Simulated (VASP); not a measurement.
Crystal: Li.

```
Li
1.0
     2.29586    1.32552    1.09648
    -2.29586    1.32552    1.09648
     0.00000   -2.65104    1.09648
Li
1
Cartesian
  0.0000 0.0000 1.6447
```

```yaml
Program: VASP 6.6.1
Task: relaxation of cell and atoms
Functional: PBE
Potentials_or_basis: VASP PAW PBE potentials, release 64 (Li_sv)
Cutoff: 600 eV
k_mesh: 21 × 21 × 21
Occupations: gaussian, width 0.1 eV
Spin: no spin polarisation
```

At the start: pressure 0.0 GPa; volume 20.02 Å³/atom.

Problem. Where does the relaxation end?

Solution. Over 7 steps the energy falls by 18.1 meV/atom and the volume is 20.08 Å³/atom (+0.3 %); space group Im-3m (No. 229, to 0.05 Å).

Step by step:
| step | energy change (eV) | largest force (eV/Å) | pressure (GPa) | volume (Å³) |
| --- | --- | --- | --- | --- |
| 1 | 0.0000 | 0.0000 | 0.02 | 20.02 |
| 2 | -0.0029 | 0.0000 | 0.02 | 20.03 |
| 3 | -0.0104 | 0.0000 | 0.03 | 20.03 |
| 4 | -0.0180 | 0.0000 | 0.11 | 19.96 |
| 5 | -0.0181 | 0.0000 | 0.13 | 19.95 |
| 6 | -0.0181 | 0.0000 | 0.12 | 19.95 |
| 7 | -0.0181 | 0.0000 | 0.03 | 20.08 |

Final structure:
```
Li
1.0
     2.42129    1.39793    0.98860
    -2.42129    1.39793    0.98860
     0.00000   -2.79587    0.98860
Li
1
Direct
  0.50000 0.50000 0.50000
```

Caveat: the cutoff is under 1.25 times the usual one of these potentials, so pressure, stress and relaxed cells hold a basis-set (Pulay) error.
